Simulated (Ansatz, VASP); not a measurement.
**H in VASP and in Ansatz**

```
H
1.0
    10.00000    0.00000    0.00000
     0.00000   10.00000    0.00000
     0.00000    0.00000   10.00000
H
2
Direct
  0.50000 0.50000 0.45000
  0.50000 0.50000 0.55000
```

Alike in both runs: task single point; functional HSE06; k mesh 1 × 1 × 1; occupations gaussian, width 0.02 eV; no spin polarisation.

```csv
,VASP,Ansatz
version,VASP 6.6.1,Ansatz 0.2.0
potentials or method,"VASP PAW PBE potentials, release 64 (H)","scalar-relativistic, plane waves, PAW"
plane-wave cutoff (eV),400,420
valence electrons in the cell,2,2
```

VASP gave:

- gap on the k mesh at the Fermi level (eV): 10.02

**Question.** Which values does Ansatz return?

**Answer.** gap on the k mesh at the Fermi level (eV): 10.03.
